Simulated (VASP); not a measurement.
Ir:

```
Ir
1.0
     2.75138    0.00000    0.00000
    -1.37569    2.38276    0.00000
     0.00000    0.00000    4.46229
Ir
2
Direct
  0.33333 0.66667 0.25000
  0.66667 0.33333 0.75000
```

Base run:

```yaml
Program: VASP 6.6.1
Functional: PBE
Dispersion: D3(BJ)
Potentials_or_basis: VASP PAW PBE potentials, release 64 (Ir)
Cutoff: 520 eV
k_mesh: 11 × 11 × 6
Occupations: fermi-dirac, width 0.05 eV
Spin: no spin polarisation
```

Its results: band gap on the k mesh zero (band 9 reaches 10.85 eV, above the bottom of band 10 at 7.79 eV); pressure -8.9 GPa.

Task: The run is repeated on the same cell with these changes: dispersion from D3(BJ) to none; occupations from fermi-dirac, width 0.05 eV to gaussian, width 0.012 eV. What comes out?

Result: Band gap on the k mesh zero (band 9 reaches 10.85 eV, above the bottom of band 10 at 7.79 eV); pressure -1.0 GPa.

Caveats: spin-orbit coupling is left out, which moves the levels of the heavy elements; three body term missing (some runs); pairwise dispersion overbinds metals, which lowers pressure and volume (some runs).
